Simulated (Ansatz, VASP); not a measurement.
# Li2S: VASP beside Ansatz

INCAR

```
SYSTEM = Li2S
PREC = Accurate
ENCUT = 750
EDIFF = 1E-6
ISMEAR = 0
SIGMA = 0.01
LREAL = .False.
LASPH = .True.
NELM = 120
ALGO = Normal
ISIF = 2
LWAVE = .False.
LCHARG = .False.
GGA = PS
NBANDS = 13
GGA_COMPAT = .False.
```

KPOINTS

```
regular mesh
0
Gamma
  6 6 6
  0 0 0
```

Contents of POSCAR:

```
Li2S
1.0
    0.0000000000      2.8452943747      2.8452943747
    2.8452943747      0.0000000000      2.8452943747
    2.8452943747      2.8452943747      0.0000000000
Li S
2 1
Direct
    0.2500000000      0.2500000000      0.2500000000
    0.7500000000      0.7500000000      0.7500000000
    0.0000000000      0.0000000000      0.0000000000
```

Input for Ansatz:

```yaml
crystal:
  lattice:
    - [0.0, 2.8452943747, 2.8452943747]
    - [2.8452943747, 0.0, 2.8452943747]
    - [2.8452943747, 2.8452943747, 0.0]
  atoms:
    - { symbol: Li, position: [0.25, 0.25, 0.25] }
    - { symbol: Li, position: [0.75, 0.75, 0.75] }
    - { symbol: S, position: [0.0, 0.0, 0.0] }
kpoints:
  mp_grid: { grid: [6, 6, 6] }
hamiltonian:
  xc: pbesol
scf:
  occupations: { method: fixed }
  n_extra_bands: 4
output:
  forces: true
  stress: true
  eigenvalues: true
```

Alike in both runs: task single point; functional PBEsol; k mesh 6 × 6 × 6; no spin polarisation.

|  | VASP | Ansatz |
| --- | --- | --- |
| version | VASP 6.6.1 | Ansatz 0.2.0 |
| potentials or method | VASP PAW PBE potentials, release 64 (Li_sv, S) | plane waves |
| plane-wave cutoff (eV) | 750 | 420 |
| occupations | gaussian, width 0.01 eV | fixed |
| valence electrons in the cell | 12 | 12 |

```csv
,VASP,Ansatz,Ansatz less VASP
gap on the k mesh at the Fermi level (eV),3.22,3.22,0.000
pressure (GPa),-0.8,-0.8,+0.06
```

VASP's potentials were made for PBE, not for PBEsol.
